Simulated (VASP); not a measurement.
# Ir (Fm-3m) in VASP: single point with r2SCAN

Aim: the single point of Ir with r2SCAN.

Everything below comes from runs of VASP 6.6.1. Logs are shortened: lines on timing, memory, paths and dates and some standing lists are left out, and cuts for length are marked.

### 1 The cell of the first run

It takes space group Fm-3m (No. 225, cubic). Conventional cell: a = 3.876 Å, b = 3.876 Å, c = 3.876 Å, α = 90.00°, β = 90.00°, γ = 90.00°. Within 3.6 Å of Ir (site symmetry m-3m) lie 12 Ir at 2.74 Å.

### 2 Single point, r2SCAN

Input file POSCAR:

```
Ir
1.0
    0.0000000000      1.9380890900      1.9380890900
    1.9380890900      0.0000000000      1.9380890900
    1.9380890900      1.9380890900      0.0000000000
Ir
1
Direct
    0.0000000000      0.0000000000      0.0000000000
```

Input file INCAR.step1:

```
SYSTEM = Ir
ALGO = Normal ; EDIFF = 1E-5
ENCUT = 550 ; GGA = PE
GGA_COMPAT = .False. ; ISMEAR = -1
LASPH = .True. ; LCHARG = .False.
LREAL = .False. ; LWAVE = .True.
NBANDS = 10 ; NELM = 120
PREC = Accurate ; SIGMA = 0.0198
```

Input file INCAR.step2:

```
SYSTEM = Ir
ALGO = Normal ; EDIFF = 1E-6
ENCUT = 550 ; GGA_COMPAT = .False.
ISIF = 2 ; ISMEAR = -1
ISTART = 1 ; LASPH = .True.
LCHARG = .True. ; LELF = .True.
LMIXTAU = .True. ; LREAL = .False.
LVHAR = .True. ; LWAVE = .False.
METAGGA = R2SCAN ; NBANDS = 10
NELM = 120 ; PREC = Accurate
SIGMA = 0.0198
```

Input file KPOINTS:

```
k-points
0
Gamma
  12 12 12
  0 0 0
```

Potentials or basis: VASP PAW PBE potentials, release 64 (Ir).

Launch:

```console
cat potpaw_PBE.64/Ir/POTCAR > POTCAR
cp INCAR.step1 INCAR
mpirun -np 1 vasp_std > vasp.out
cp INCAR.step2 INCAR
mpirun -np 1 vasp_std > vasp.out
```

OUTCAR:

```text
SYSTEM = Ir
   EDIFF = 1E-6
   ENCUT = 550
   ISIF = 2
   ISMEAR = -1
   ISTART = 1
   LASPH = .True.
   LREAL = .False.
   METAGGA = R2SCAN
   NELM = 120
   PREC = Accurate

 ion  position               nearest neighbor table
   1  0.000  0.000  0.000-

  LATTYP: Found a face centered cubic cell.
 ALAT       =     3.8761781800

  Lattice vectors:

 A1 = (   0.0000000000,   1.9380890900,   1.9380890900)
 A2 = (   1.9380890900,   0.0000000000,   1.9380890900)
 A3 = (   1.9380890900,   1.9380890900,   0.0000000000)

Analysis of symmetry for initial positions (statically):
=====================================================================
 Subroutine PRICEL returns:
 Original cell was already a primitive cell.

 Routine SETGRP: Setting up the symmetry group for a
 face centered cubic supercell.

 Subroutine GETGRP returns: Found 48 space group operations
 (whereof 48 operations were pure point group operations)
 out of a pool of 48 trial point group operations.

The static configuration has the point symmetry O_h .

Analysis of symmetry for dynamics (positions and initial velocities):
=====================================================================
 Subroutine PRICEL returns:
 Original cell was already a primitive cell.

 Routine SETGRP: Setting up the symmetry group for a
 face centered cubic supercell.

 Subroutine GETGRP returns: Found 48 space group operations
 (whereof 48 operations were pure point group operations)
 out of a pool of 48 trial point group operations.

The dynamic configuration has the point symmetry O_h .

 Subroutine INISYM returns: Found 48 space group operations
 (whereof 48 operations are pure point group operations),
 and found     1 'primitive' translations

----------------------------------------------------------------------------------------

                                     Primitive cell

  volume of cell :      14.5597

  direct lattice vectors                    reciprocal lattice vectors
     0.000000000  1.938089090  1.938089090    -0.257986076  0.257986076  0.257986076
     1.938089090  0.000000000  1.938089090     0.257986076 -0.257986076  0.257986076
     1.938089090  1.938089090  0.000000000     0.257986076  0.257986076 -0.257986076

  length of vectors
     2.740871876  2.740871876  2.740871876     0.446844992  0.446844992  0.446844992

  position of ions in fractional coordinates (direct lattice)
[... 75 lines left out ...]
   ENCUT  =  550.0 eV  40.42 Ry    6.36 a.u.   5.24  5.24  5.24*2*pi/ulx,y,z
   NELM   =    120;   NELMIN=  2; NELMDL=  0     # of ELM steps
   EDIFF  = 0.1E-05   stopping-criterion for ELM
   LREAL  =      F    real-space projection
   EDIFFG = 0.1E-04   stopping-criterion for IOM
   NSW    =      0    number of steps for IOM
   IBRION =     -1    ionic relax: 0-MD 1-quasi-New 2-CG
   NFREE  =      0    steps in history (QN), initial steepest desc. (CG)
   ISIF   =      2    stress and relaxation
   ISYM   =      2    0-nonsym 1-usesym 2-fastsym
   POTIM  = 0.5000    time-step for ionic-motion
   TEBEG  =    0.0;   TEEND  =   0.0 temperature during run
   PSTRESS=    0.0 pullay stress
   NELECT =       9.0000    total number of electrons
   NUPDOWN=      -1.0000    fix difference up-down
   EMIN   =  10.00;   EMAX   =-10.00  energy-range for DOS
   EFERMI =   0.00;   METHOD = LEGACY
   ISMEAR =    -1;   SIGMA  =   0.02  broadening in eV -4-tet -1-fermi 0-gaus
   EFERMI_NEDOS =   21; number of points for ismear=-14 and -15
   IALGO  =     38    algorithm
   IMIX   =      4    mixing-type and parameters
     AMIX     =   0.40;   BMIX     =  1.00
     AMIX_MAG =   1.60;   BMIX_MAG =  1.00
  volume/ion in A,a.u.               =      14.56        98.25
  Fermi-wavevector in a.u.,A,eV,Ry     =   1.394564  2.635345 26.460748  1.944810
  Thomas-Fermi vector in A             =   2.518101
   LORBIT       =      0    0 simple, 1 ext, 2 COOP (PROOUT), +10 PAW based schemes
   METAGGA = R2SCAN    functional components
   LHFCALC =     F    Hartree Fock is set to
   AEXX    =    0.0000 exact exchange contribution
   IVDW    =     0    specifies the selected vdW correction
   LEPSILON=     F    determine dielectric tensor
   LRPA    =     F    only Hartree local field effects (RPA)
 non-spin polarized calculation
  energy-cutoff  :      550.00
  volume of cell :       14.56
 maximum number of plane-waves:       444
 NGX is ok and might be reduce to    24
   NGX = 11   NGY = 11   NGZ = 11

 number of electron       9.0000000 magnetization

 Free energy of the ion-electron system (eV)
  ---------------------------------------------------
  ext. energy  EPLUGINS =         0.00000000
  ---------------------------------------------------
  free energy    TOTEN  =       -52.37769829 eV

  energy without entropy =      -52.37697288  energy(sigma->0) =      -52.37733558

 E-fermi :   9.7181     XC(G=0): -15.1315

 val. band max:        9.7032923565   @ k =  -0.2500   0.0833   0.0000
 cond. band min:       9.7352956524   @ k =  -0.3333   0.3333   0.0000
 fundamental gap:      0.0320032959
 Fermi energy:         9.7180855066

 k-point     1 :       0.0000    0.0000    0.0000
  band No.  band energies     occupation
      1      -1.5302      2.00000
      2       5.8523      2.00000
      3       5.8523      2.00000
      4       5.8523      2.00000
      5       8.4404      2.00000
      6       8.4404      2.00000
      7      24.8479      0.00000
      8      30.5292      0.00000
      9      30.5292      0.00000
     10      30.5292      0.00000
[... 287 lines left out ...]
 k-point    24 :      -0.4167    0.1667    0.0000
  band No.  band energies     occupation
      1       2.5278      2.00000
      2       4.9679      2.00000
      3       6.5278      2.00000
      4       6.7411      2.00000
      5      10.1361      0.00000
      6      13.5412      0.00000
      7      17.0693      0.00000
      8      25.6762      0.00000
      9      27.9002      0.00000
     10      29.8799      0.00000

 [... further k-points ...]
[... 5 lines left out ...]
  --------------------------------------------------------------------------------------
  -------------------------------------------------------------------------------------
  Total       -0.6379562     -0.6379562     -0.6379562      0.0000000     -0.0000000      0.0000000
  in kB      -70.2021247    -70.2021247    -70.2021247      0.0000000     -0.0000000      0.0000000
  external PRESSURE =     -70.2021247 kB  Pullay stress =       0.0000000 kB

 VOLUME and BASIS-vectors are now :
 -----------------------------------------------------------------------------
  energy-cutoff  :      550.00
  volume of cell :       14.56
      direct lattice vectors                 reciprocal lattice vectors
     0.000000000  1.938089090  1.938089090    -0.257986076  0.257986076  0.257986076
     1.938089090  0.000000000  1.938089090     0.257986076 -0.257986076  0.257986076
     1.938089090  1.938089090  0.000000000     0.257986076  0.257986076 -0.257986076

 POSITION                                       TOTAL-FORCE (eV/Angst)
 -----------------------------------------------------------------------------------
      0.00000      0.00000      0.00000         0.000000      0.000000      0.000000
 -----------------------------------------------------------------------------------
    total drift:                               -0.000000      0.000000      0.000000

  FREE ENERGIE OF THE ION-ELECTRON SYSTEM (eV)
  ---------------------------------------------------
  free  energy   TOTEN  =       -52.3776982903 eV

  energy  without entropy=      -52.3769728780  energy(sigma->0) =      -52.37733558
```

OUTCAR.step1:

```text
SYSTEM = Ir
   EDIFF = 1E-5
   ENCUT = 550
   GGA = PE
   ISMEAR = -1
   LASPH = .True.
   LREAL = .False.
[... 528 lines left out ...]
 -----------------------------------------------------------------------------------
      0.00000      0.00000      0.00000        -0.000000     -0.000000      0.000000
 -----------------------------------------------------------------------------------
    total drift:                               -0.000000      0.000000      0.000000

  FREE ENERGIE OF THE ION-ELECTRON SYSTEM (eV)
  ---------------------------------------------------
  free  energy   TOTEN  =        -8.8675577249 eV

  energy  without entropy=       -8.8667296425  energy(sigma->0) =       -8.86714368
```

OSZICAR.step1:

```text
N       E                     dE             d eps       ncg     rms          rms(c)
DAV:   1     0.509888320692E+02    0.50989E+02   -0.45220E+03  1440   0.855E+02
DAV:   2    -0.847967072891E+01   -0.59469E+02   -0.56965E+02  1476   0.201E+02
DAV:   3    -0.943077727572E+01   -0.95111E+00   -0.94833E+00  1668   0.311E+01
DAV:   4    -0.944000681669E+01   -0.92295E-02   -0.92243E-02  1646   0.283E+00
DAV:   5    -0.944018916551E+01   -0.18235E-03   -0.18235E-03  1650   0.386E-01    0.140E+01
DAV:   6    -0.895744007056E+01    0.48275E+00   -0.87690E-01  1622   0.114E+01    0.560E+00
DAV:   7    -0.887354164968E+01    0.83898E-01   -0.27137E-01  1704   0.585E+00    0.147E+00
DAV:   8    -0.887208911295E+01    0.14525E-02   -0.20696E-03  1530   0.449E-01    0.127E+00
DAV:   9    -0.886755815268E+01    0.45310E-02   -0.29251E-03  1616   0.758E-01    0.304E-02
DAV:  10    -0.886755772487E+01    0.42781E-06   -0.22743E-05  1926   0.509E-02
   1 F= -.88675577E+01 E0= -.88671437E+01  d E =-.828082E-03
```

Run time: 1.8 min. Hardware: 1 thread of Intel Xeon 8259CL, shared host; peak memory 0.15 GiB.

What came out:

```yaml
Free_energy: -52.3777 eV
Pressure: -7.0 GPa
```

Caveat: the PAW data sets were made with another functional, which shifts forces and pressure a little; spin-orbit coupling is left out, which moves the levels of the heavy elements.
